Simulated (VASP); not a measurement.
Y2Be2Pb:

```
Y Be Pb
1.0
    -2.16886    2.16886    4.96556
     2.16886   -2.16886    4.96556
     2.16886    2.16886   -4.96556
Y Be Pb
2 2 1
Cartesian
  0.0000 2.1689 2.4828
  2.1689 0.0000 2.4828
  0.0000 0.0000 3.7242
  0.0000 0.0000 6.2070
  0.0000 0.0000 0.0000
```

The cell was built from a structure type or drawn by symmetry, and may not be a known phase.

- Program: VASP 6.6.1
- Task: relaxation of cell and atoms
- Functional: PBE
- Potentials or basis: VASP PAW PBE potentials, release 64 (Y_sv, Be, Pb_d)
- Cutoff: 600 eV
- k mesh: 6 × 6 × 6
- Occupations: gaussian, width 0.1 eV
- Spin: no spin polarisation

At the start: pressure 18.9 GPa; volume 18.69 Å³/atom.

Question: Where does the relaxation end?

Answer: Over 12 steps the energy falls by 445.8 meV/atom and the volume is 22.94 Å³/atom (+22.7 %); space group I4/mmm (No. 139, to 0.1 Å) before and after.

The path:
```csv
step,energy change (eV),largest force (eV/Å),pressure (GPa),volume (Å³)
1,0.0000,3.6509,18.92,93.43
2,-1.9294,0.9406,-3.31,126.49
3,-1.9552,1.1980,-1.83,121.87
4,-2.1123,0.7726,-1.14,118.67
5,-2.1727,0.1041,0.01,115.20
6,-2.1740,0.0665,-0.19,115.72
7,-2.1741,0.0287,-0.15,115.60
8,-2.1980,0.0426,0.08,114.83
9,-2.2211,0.0633,1.01,112.38
10,-2.2244,0.0602,0.73,113.06
11,-2.2278,0.0049,-0.36,115.54
12,-2.2291,0.0166,0.01,114.68
```

Final structure:
```yaml
crystal:
  lattice:
    - [-2.30596, 2.30596, 5.39167]
    - [2.30596, -2.30596, 5.39167]
    - [2.30596, 2.30596, -5.39167]
  atoms:
    - { symbol: Y, position: [0.75000, 0.25000, 0.50000] }
    - { symbol: Y, position: [0.25000, 0.75000, 0.50000] }
    - { symbol: Be, position: [0.40583, 0.40583, 0.00000] }
    - { symbol: Be, position: [0.59417, 0.59417, 0.00000] }
    - { symbol: Pb, position: [0.00000, 0.00000, 0.00000] }
```

Caveat: the volume moved by over 15 % at a fixed basis, so the end points are rough.
